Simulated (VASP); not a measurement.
**AgCl: electric field gradients with PBEsol**

AgCl:

```
Ag Cl
1.0
     3.49028    0.00000    0.00000
     0.00000    3.49028    0.00000
     0.00000    0.00000    3.49028
Ag Cl
1 1
Direct
  0.00000 0.00000 0.00000
  0.50000 0.50000 0.50000
```

```yaml
Program: VASP 6.6.1
Task: electric field gradients
Functional: PBEsol
Potentials_or_basis: VASP PAW PBE potentials, release 64 (Ag, Cl)
Cutoff: 520 eV
k_mesh: 9 × 9 × 9
Occupations: fermi-dirac, width 0.01 eV
Spin: no spin polarisation
Dipole_correction: no
Further_INCAR_settings: ALGO = Normal; EDIFF = 1e-08; NBANDS = 16
```

```
Pressure                                : -6.3 GPa
Band gap on the k mesh                  : 0.43 eV (least direct gap 1.78 eV)
Largest electric field gradient by atom : under 0.05 V/Å² on every atom
```

Levels at points of the mesh, in eV from the valence-band top:
```csv
k point,band 7,band 8,band 9,band 10,band 11,band 12
"(0.00, 0.00, 0.00)",-1.34,-1.34,-1.34,0.43,9.37,9.37
```

Run time: 18 s on 1 thread of AMD EPYC 7R13 Processor (Zen 3), with other jobs on the host, peak memory 0.14 GiB.

Caveat: the cell stands under tension; semilocal functionals underestimate gaps, and a narrow one can read as zero; the PAW data sets were made with another functional, which shifts forces and pressure a little; an odd mesh through Γ misses points on the zone boundary, where band edges can lie.
